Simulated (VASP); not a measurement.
# MoS2 (C2/m) in VASP: single point with PBE+D3(BJ)

Aim: the single point of MoS2 with PBE+D3(BJ).

Program: VASP 6.6.1. These are calculated values, not measurements. Logs are shortened: lines on timing, memory, paths and dates and some standing lists are left out, and cuts for length are marked.

### Step 1. The cell of the first run

It takes space group C2/m (No. 12, monoclinic). Conventional cell: a = 5.049 Å, b = 3.134 Å, c = 6.188 Å, α = 90.00°, β = 105.78°, γ = 90.00°. Within 3.2 Å of Mo (site symmetry 2/m) lie 6 S at 2.32 to 2.39 Å and 6 Mo at 2.97 to 3.13 Å. Within 3.3 Å of S (site symmetry m) lie 3 Mo at 2.32 to 2.39 Å and 9 S at 2.97 to 3.28 Å.

### Step 2. Single point, PBE+D3(BJ)

INCAR reads:

```
SYSTEM = MoS2
ALGO = Normal ; EDIFF = 1E-7
ENCUT = 520 ; GGA = PE
ISIF = 2 ; ISMEAR = 0
IVDW = 12 ; LASPH = .True.
LCHARG = .False. ; LREAL = .False.
LWAVE = .False. ; NBANDS = 20
NELM = 80 ; PREC = Accurate
SIGMA = 0.15
```

KPOINTS reads:

```
k-points
0
Gamma
  15 15 15
  0 0 0
```

POSCAR reads:

```
MoS2
1.0
    1.5671157387      0.8414404650      5.9549887142
   -1.5671157387      0.8414404650      5.9549887142
    0.0000000000     -1.6828809301      5.9549887142
Mo S
1 2
Direct
    0.0000000000      0.0000000000      0.0000000000
    0.7563704478      0.7563704478      0.7563704478
    0.2436295522      0.2436295522      0.2436295522
```

Potentials or basis: VASP PAW PBE potentials, release 64 (Mo_sv, S).

Launch:

```bash
$ cat potpaw_PBE.64/Mo_sv/POTCAR potpaw_PBE.64/S/POTCAR > POTCAR
$ mpirun -np 1 vasp_std > vasp.out
```

OUTCAR:

```text
SYSTEM = MoS2
   EDIFF = 1E-7
   ENCUT = 520
   GGA = PE
   ISIF = 2
   ISMEAR = 0
   IVDW = 12
   LASPH = .True.
   LREAL = .False.
   NELM = 80
   PREC = Accurate
 IVDW          = 12

 ion  position               nearest neighbor table
   1  0.000  0.000  0.000-   2 2.32   3 2.32   2 2.39   2 2.39   3 2.39   3 2.39
   2  0.756  0.756  0.756-   1 2.32   1 2.39   1 2.39
   3  0.244  0.244  0.244-   1 2.32   1 2.39   1 2.39

  LATTYP: Found a base centered monoclinic cell.
 ALAT       =     5.0486427902
 B/A-ratio  =     0.6208067411
 C/A-ratio  =     1.2257181089
 COS(beta)  =    -0.2719494237

  Lattice vectors:

 A1 = (   1.5671157387,   2.5243213951,   0.0000000000)
 A2 = (  -1.5671157387,   2.5243213951,   0.0000000000)
 A3 = (   0.0000000000,  -1.6828809301,   5.9549887142)

Analysis of symmetry for initial positions (statically):
=====================================================================
 Subroutine PRICEL returns:
 Original cell was already a primitive cell.

 Routine SETGRP: Setting up the symmetry group for a
 base centered monoclinic supercell.

 Subroutine GETGRP returns: Found  4 space group operations
 (whereof  4 operations were pure point group operations)
 out of a pool of  4 trial point group operations.

The static configuration has the point symmetry C_2h.

Analysis of symmetry for dynamics (positions and initial velocities):
=====================================================================
 Subroutine PRICEL returns:
 Original cell was already a primitive cell.

 Routine SETGRP: Setting up the symmetry group for a
 base centered monoclinic supercell.

 Subroutine GETGRP returns: Found  4 space group operations
 (whereof  4 operations were pure point group operations)
 out of a pool of  4 trial point group operations.

The dynamic configuration has the point symmetry C_2h.

 Subroutine INISYM returns: Found  4 space group operations
 (whereof  4 operations are pure point group operations),
 and found     1 'primitive' translations

----------------------------------------------------------------------------------------

                                     Primitive cell

  volume of cell :      47.1147

  direct lattice vectors                    reciprocal lattice vectors
     1.567115739  0.841440465  5.954988714     0.319057481  0.198073035  0.055975477
    -1.567115739  0.841440465  5.954988714    -0.319057481  0.198073035  0.055975477
     0.000000000 -1.682880930  5.954988714     0.000000000 -0.396146070  0.055975477

[... 84 lines left out ...]
   NELM   =     80;   NELMIN=  2; NELMDL= -5     # of ELM steps
   EDIFF  = 0.1E-06   stopping-criterion for ELM
   LREAL  =      F    real-space projection
   EDIFFG = 0.1E-05   stopping-criterion for IOM
   NSW    =      0    number of steps for IOM
   IBRION =     -1    ionic relax: 0-MD 1-quasi-New 2-CG
   NFREE  =      0    steps in history (QN), initial steepest desc. (CG)
   ISIF   =      2    stress and relaxation
   ISYM   =      2    0-nonsym 1-usesym 2-fastsym
   POTIM  = 0.5000    time-step for ionic-motion
   TEBEG  =    0.0;   TEEND  =   0.0 temperature during run
   PSTRESS=    0.0 pullay stress
   NELECT =      26.0000    total number of electrons
   NUPDOWN=      -1.0000    fix difference up-down
   EMIN   =  10.00;   EMAX   =-10.00  energy-range for DOS
   EFERMI =   0.00;   METHOD = LEGACY
   ISMEAR =     0;   SIGMA  =   0.15  broadening in eV -4-tet -1-fermi 0-gaus
   EFERMI_NEDOS =   21; number of points for ismear=-14 and -15
   IALGO  =     38    algorithm
   IMIX   =      4    mixing-type and parameters
     AMIX     =   0.40;   BMIX     =  1.00
     AMIX_MAG =   1.60;   BMIX_MAG =  1.00
  volume/ion in A,a.u.               =      15.70       105.98
  Fermi-wavevector in a.u.,A,eV,Ry     =   1.342807  2.537538 24.533097  1.803132
  Thomas-Fermi vector in A             =   2.470932
   LORBIT       =      0    0 simple, 1 ext, 2 COOP (PROOUT), +10 PAW based schemes
   GGA     = PE    functional components
   LHFCALC =     F    Hartree Fock is set to
   AEXX    =    0.0000 exact exchange contribution
   IVDW    =    12    specifies the selected vdW correction
   LEPSILON=     F    determine dielectric tensor
   LRPA    =     F    only Hartree local field effects (RPA)
 non-spin polarized calculation
 Gauss-broadening in eV      SIGMA  =   0.15
  energy-cutoff  :      520.00
  volume of cell :       47.11
 maximum number of plane-waves:      1294
   NGX = 23   NGY = 23   NGZ = 23

 number of electron      26.0000001 magnetization

 Free energy of the ion-electron system (eV)
  ---------------------------------------------------
  ext. energy  EPLUGINS =         0.00000000
  ---------------------------------------------------
  free energy    TOTEN  =       -20.59867503 eV

  energy without entropy =      -20.59073048  energy(sigma->0) =      -20.59470275

 E-fermi :   9.3710     XC(G=0): -11.5883

 val. band max:        9.3608286978   @ k =  -0.4000   0.2667  -0.0000
 cond. band min:       9.3718073459   @ k =  -0.2000   0.0667   0.3333
 fundamental gap:      0.0109786482
 Fermi energy:         9.3709889579

 k-point     1 :       0.0000    0.0000    0.0000
  band No.  band energies     occupation
      1     -52.2044      2.00000
      2     -26.4082      2.00000
      3     -26.1251      2.00000
      4     -26.0183      2.00000
      5      -6.3813      2.00000
      6      -4.5248      2.00000
[... 541 lines left out ...]
     19      17.9634      0.00000
     20      19.1657      0.00000

 [... further k-points ...]

------------------------ aborting loop because EDIFF is reached ----------------------------------------

 Edisp (eV)   -1.45286

 E8    (eV) :    -0.5862

  FORCE on cell =-STRESS in cart. coord.  units (eV):
  Direction    XX          YY          ZZ          XY          YZ          ZX
  --------------------------------------------------------------------------------------
  -------------------------------------------------------------------------------------
  Total       0.92403     7.26733     3.05999     0.00000    -1.47624     0.00000
  in kB      31.42251   247.13192   104.05758     0.00000   -50.20096     0.00000
  external pressure =      127.54 kB  Pullay stress =        0.00 kB

 VOLUME and BASIS-vectors are now :
 -----------------------------------------------------------------------------
  energy-cutoff  :      520.00
  volume of cell :       47.11
      direct lattice vectors                 reciprocal lattice vectors
     1.567115739  0.841440465  5.954988714     0.319057481  0.198073035  0.055975477
    -1.567115739  0.841440465  5.954988714    -0.319057481  0.198073035  0.055975477
     0.000000000 -1.682880930  5.954988714     0.000000000 -0.396146070  0.055975477

 POSITION                                       TOTAL-FORCE (eV/Angst)
 -----------------------------------------------------------------------------------
      0.00000      0.00000      0.00000         0.000000     -0.000000      0.000000
      0.00000     -0.00000     13.51253         0.000000     -0.470125      0.927379
      0.00000     -0.00000      4.35243         0.000000      0.470125     -0.927379
 -----------------------------------------------------------------------------------
    total drift:                               -0.000000     -0.000000      0.000000

  FREE ENERGIE OF THE ION-ELECTRON SYSTEM (eV)
  ---------------------------------------------------
  free  energy   TOTEN  =       -22.0515335804 eV

  energy  without entropy=      -22.0435890269  energy(sigma->0) =      -22.04756130
```

OSZICAR:

```text
N       E                     dE             d eps       ncg     rms          rms(c)
DAV:   1     0.182146738641E+03    0.18215E+03   -0.13669E+04 36216   0.125E+03
DAV:   2    -0.148382465866E+02   -0.19698E+03   -0.19179E+03 43872   0.322E+02
DAV:   3    -0.218080370736E+02   -0.69698E+01   -0.68869E+01 44820   0.561E+01
DAV:   4    -0.218847130678E+02   -0.76676E-01   -0.76582E-01 43956   0.620E+00
DAV:   5    -0.218857574589E+02   -0.10444E-02   -0.10443E-02 45116   0.708E-01    0.278E+01
DAV:   6    -0.210658741229E+02    0.81988E+00   -0.11783E+01 39188   0.190E+01    0.107E+01
DAV:   7    -0.208130188113E+02    0.25286E+00   -0.66288E+00 37468   0.132E+01    0.750E+00
DAV:   8    -0.205977607352E+02    0.21526E+00   -0.11858E+00 38532   0.582E+00    0.214E+00
DAV:   9    -0.206005655117E+02   -0.28048E-02   -0.38139E-02 43644   0.122E+00    0.855E-01
DAV:  10    -0.205986792076E+02    0.18863E-02   -0.11603E-02 40436   0.677E-01    0.134E-01
DAV:  11    -0.205986881664E+02   -0.89587E-05   -0.48559E-04 41792   0.152E-01    0.564E-02
DAV:  12    -0.205986705921E+02    0.17574E-04   -0.52137E-05 40764   0.411E-02    0.207E-02
DAV:  13    -0.205986752855E+02   -0.46935E-05   -0.11439E-05 41324   0.196E-02    0.940E-03
DAV:  14    -0.205986751010E+02    0.18447E-06   -0.10544E-06 42660   0.646E-03    0.424E-03
DAV:  15    -0.205986750292E+02    0.71802E-07   -0.14025E-07 27704   0.212E-03
   1 F= -.22051534E+02 E0= -.22047561E+02  d E =-.794455E-02
```

stdout:

```text
POSCAR found type information on POSCAR MoS
 POSCAR found :  2 types and       3 ions
 scaLAPACK will be used
 LDA part: xc-table for (Slater+PW92), standard interpolation
 POSCAR, INCAR and KPOINTS ok, starting setup
 FFT: planning ... GRIDC
 FFT: planning ... GRID_SOFT
 FFT: planning ... GRID
 WAVECAR not read
 entering main loop
```

It took 38 min on 1 thread of Oxide Virtual Turin-like, shared host; peak memory 0.9 GiB.

What came out:

```
Free energy                : -22.0515 eV
Pressure                   : 12.8 GPa
Largest force              : 1.040 eV/Å
Band gap on the k mesh     : zero (bands 13 and 14 overlap by 0.53 eV)
Dispersion energy per atom : -0.484 eV
```

Forces in eV/Å, atoms in the order of the input:
```
Mo   0.000  0.000  0.000
S    0.000 -0.470  0.927
S    0.000  0.470 -0.927
```

Caveat: the stress differs along the axes, from 3 to 25 GPa; forces of over 1 eV/Å act on the atoms, so gaps and moduli don't describe the material at rest.
